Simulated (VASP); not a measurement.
Write the native input for VASP 6.6.1 that does the following.

| Item | Value |
| --- | --- |
| Task | single point |
| Functional | r2SCAN |
| Potentials or basis | VASP PAW PBE potentials, release 64 (I, Cu) |
| Cutoff | 520 eV |
| k mesh | 5 × 5 × 5 |
| Occupations | fermi-dirac, width 0.05 eV |
| Spin | no spin polarisation |
| Dipole correction | no |
| Further INCAR settings | ALGO = Normal; EDIFF = 1e-07; NBANDS = 20 |

The system is CuI2.

```xyz
3
Lattice="5.2004 0.0000 0.0000 0.0000 5.2004 0.0000 0.0000 0.0000 4.5442" Properties=species:S:1:pos:R:3 pbc="T T T"
I     2.6002    0.0000    0.0000
I     0.0000    2.6002    0.0000
Cu    0.0000    0.0000    0.0000
```

The input as run:

POSCAR

```
CuI2
1.0
    5.2003840000      0.0000000000      0.0000000000
    0.0000000000      5.2003840000      0.0000000000
    0.0000000000      0.0000000000      4.5441700000
I Cu
2 1
Direct
    0.5000000000      0.0000000000      0.0000000000
    0.0000000000      0.5000000000      0.0000000000
    0.0000000000      0.0000000000      0.0000000000
```

INCAR.step1

```
SYSTEM = CuI2
ALGO     = Normal         ! electronic algorithm
EDIFF    = 1E-4           ! SCF threshold, eV
ENCUT    = 520            ! plane-wave cutoff, eV
GGA      = PE             ! functional
ISMEAR   = -1             ! smearing method
LASPH    = .TRUE.         ! aspherical terms in the spheres
LCHARG   = .FALSE.        ! write CHGCAR
LREAL    = .FALSE.        ! projectors in reciprocal space
LWAVE    = .TRUE.         ! write WAVECAR
NBANDS   = 20             ! bands
NELM     = 100            ! most SCF steps
PREC     = Accurate       ! precision mode
SIGMA    = 0.05           ! smearing width, eV
```

INCAR.step2

```
SYSTEM = CuI2
ALGO     = Normal         ! electronic algorithm
EDIFF    = 1E-7           ! SCF threshold, eV
ENCUT    = 520            ! plane-wave cutoff, eV
ISIF     = 2              ! what is computed and relaxed
ISMEAR   = -1             ! smearing method
ISTART   = 1            
LASPH    = .TRUE.         ! aspherical terms in the spheres
LCHARG   = .FALSE.        ! write CHGCAR
LMIXTAU  = .TRUE.       
LREAL    = .FALSE.        ! projectors in reciprocal space
LWAVE    = .FALSE.        ! write WAVECAR
METAGGA  = R2SCAN         ! meta-GGA
NBANDS   = 20             ! bands
NELM     = 100            ! most SCF steps
PREC     = Accurate       ! precision mode
SIGMA    = 0.05           ! smearing width, eV
```

KPOINTS

```
k-points
0
G
  5 5 5
  0 0 0
```

Potentials or basis: VASP PAW PBE potentials, release 64 (I, Cu).

The run is started by

```console
$ cat potpaw_PBE.64/I/POTCAR potpaw_PBE.64/Cu/POTCAR > POTCAR
$ cp INCAR.step1 INCAR
$ mpirun -np 1 vasp_std > vasp.out
$ cp INCAR.step2 INCAR
$ mpirun -np 1 vasp_std > vasp.out
```

Results of the run:

The pressure is 0.3 GPa.

Caveat: the PAW data sets were made with another functional, which shifts forces and pressure a little; an odd number of electrons without spin polarisation forces a metal; a magnetic or distorted state may lie lower.

Run time: 2.9 min on 1 thread of AMD EPYC 7R13 Processor (Zen 3), with other jobs on the host, peak memory 0.23 GiB.
